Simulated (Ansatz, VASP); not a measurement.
# Two plane-wave programs on BN

```
B N
1.0
     0.00000    1.74583    1.74583
     1.74583    0.00000    1.74583
     1.74583    1.74583    0.00000
B N
1 1
Direct
  0.00000 0.00000 0.00000
  0.50000 0.50000 0.50000
```

Alike in both runs: task single point; functional r2SCAN; k mesh 8 × 8 × 8; occupations fermi-dirac, width 0.05 eV; no spin polarisation.

|  | VASP | Ansatz |
| --- | --- | --- |
| version | VASP 6.6.1 | Ansatz 0.2.0 |
| potentials or method | VASP PAW PBE potentials, release 64 (B, N) | plane waves |
| plane-wave cutoff (eV) | 520 | 500 |
| valence electrons in the cell | 8 | 8 |

```csv
,VASP,Ansatz,Ansatz less VASP
pressure (GPa),0.4,0.0,-0.39
```

VASP's potentials were made for PBE, not for r2SCAN.
